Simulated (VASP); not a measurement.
A run of VASP 6.6.1 is set up as follows.

INCAR

```
SYSTEM = ZrC
PREC = Accurate ; ENCUT = 520
EDIFF = 1E-6 ; ISMEAR = 0
SIGMA = 0.1 ; LREAL = .False.
LASPH = .True. ; NELM = 100
ALGO = Normal ; ISIF = 2
LWAVE = .False. ; LCHARG = .False.
GGA = PE ; NBANDS = 15
```

Contents of KPOINTS:

```
regular mesh
0
Gamma
  20 20 20
  0 0 0
```

Contents of POSCAR:

```
ZrC
1.0
    0.0000000000      2.3306012048      2.3306012048
    2.3306012048      0.0000000000      2.3306012048
    2.3306012048      2.3306012048      0.0000000000
Zr C
1 1
Direct
    0.5000000000      0.5000000000      0.5000000000
    0.0000000000      0.0000000000      0.0000000000
```

Potentials or basis: VASP PAW PBE potentials, release 64 (Zr_sv, C).

Launch:

```console
$ cat potpaw_PBE.64/Zr_sv/POTCAR potpaw_PBE.64/C/POTCAR > POTCAR
$ mpirun -np 1 vasp_std > vasp.out
```

Q: Predict the pressure.

A: 7.5 GPa.

Q: Predict the band gap on the k mesh.

A: Zero (band 8 reaches 10.85 eV, above the bottom of band 9 at 9.53 eV).
